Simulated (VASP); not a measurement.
Crystal: Na.

```
Na
1.0
     3.51682   -2.32435    0.00000
     3.51682    2.32435    0.00000
     0.00000    0.00000    9.48159
Na
4
Cartesian
  3.5168 -1.6270 1.1093
  3.5168 -0.6973 5.8501
  3.5168 1.6270 8.3722
  3.5168 0.6973 3.6314
```

* Program: VASP 6.6.1
* Task: relaxation of cell and atoms
* Functional: PBEsol
* Potentials or basis: VASP PAW PBE potentials, release 64 (Na_pv)
* Cutoff: 600 eV
* k mesh: 4 × 4 × 2
* Occupations: gaussian, width 0.1 eV
* Spin: no spin polarisation

At the start: pressure 0.2 GPa; volume 38.75 Å³/atom.

Where does the relaxation end?

Over 21 steps the energy falls by 174.2 meV/atom and the volume is 35.89 Å³/atom (-7.4 %); space group Cmce (No. 64, to 0.1 Å) before, I4/mmm (No. 139, to 0.1 Å).

Step by step:
| step | energy change (eV) | largest force (eV/Å) | pressure (GPa) | volume (Å³) |
| --- | --- | --- | --- | --- |
| 1 | 0.0000 | 0.7632 | 0.24 | 155.01 |
| 2 | -0.2083 | 0.5646 | 0.00 | 156.18 |
| 3 | -0.4357 | 0.2839 | -0.30 | 157.80 |
| 4 | -0.5198 | 0.1421 | -0.37 | 158.20 |
| 5 | -0.5233 | 0.1217 | -0.35 | 158.49 |
| 6 | -0.5257 | 0.1252 | -0.39 | 158.45 |
| 7 | -0.5444 | 0.1276 | -0.22 | 154.19 |
| 8 | -0.5638 | 0.1310 | 0.09 | 147.22 |
| 9 | -0.5437 | 0.1344 | 0.95 | 133.77 |
| 10 | -0.5666 | 0.1339 | 0.26 | 143.60 |
| 11 | -0.5848 | 0.1195 | 0.29 | 144.13 |
| 12 | -0.6178 | 0.1021 | 0.08 | 145.53 |
| 13 | -0.6240 | 0.1044 | 0.09 | 146.11 |
| 14 | -0.6432 | 0.1284 | 0.02 | 147.07 |
| 15 | -0.6160 | 0.2386 | -0.03 | 148.22 |
| 16 | -0.6532 | 0.1445 | -0.04 | 147.49 |
| 17 | -0.6730 | 0.1308 | -0.05 | 147.45 |
| 18 | -0.6754 | 0.1257 | -0.07 | 147.37 |
| 19 | -0.6871 | 0.0893 | -0.02 | 146.06 |
| 20 | -0.6944 | 0.0220 | 0.22 | 142.06 |
| 21 | -0.6967 | 0.0242 | 0.07 | 143.55 |

Final structure:
```cif
data_structure
_symmetry_space_group_name_H-M 'P 1'
_symmetry_Int_Tables_number 1
_cell_length_a 3.9452
_cell_length_b 3.9452
_cell_length_c 9.2237
_cell_angle_alpha 90.000
_cell_angle_beta 90.000
_cell_angle_gamma 89.219
_cell_volume 143.55
loop_
_atom_site_label
_atom_site_type_symbol
_atom_site_fract_x
_atom_site_fract_y
_atom_site_fract_z
_atom_site_occupancy
Na1 Na 0.75209 0.24791 0.12356 1
Na2 Na 0.74791 0.25209 0.62356 1
Na3 Na 0.24791 0.75209 0.87644 1
Na4 Na 0.25209 0.74791 0.37644 1
```

Caveat: the k points lie up to 0.40 Å⁻¹ apart in the final cell, too coarse for converged energies and pressures of a metal; the PAW data sets were made with another functional, which shifts forces and pressure a little.
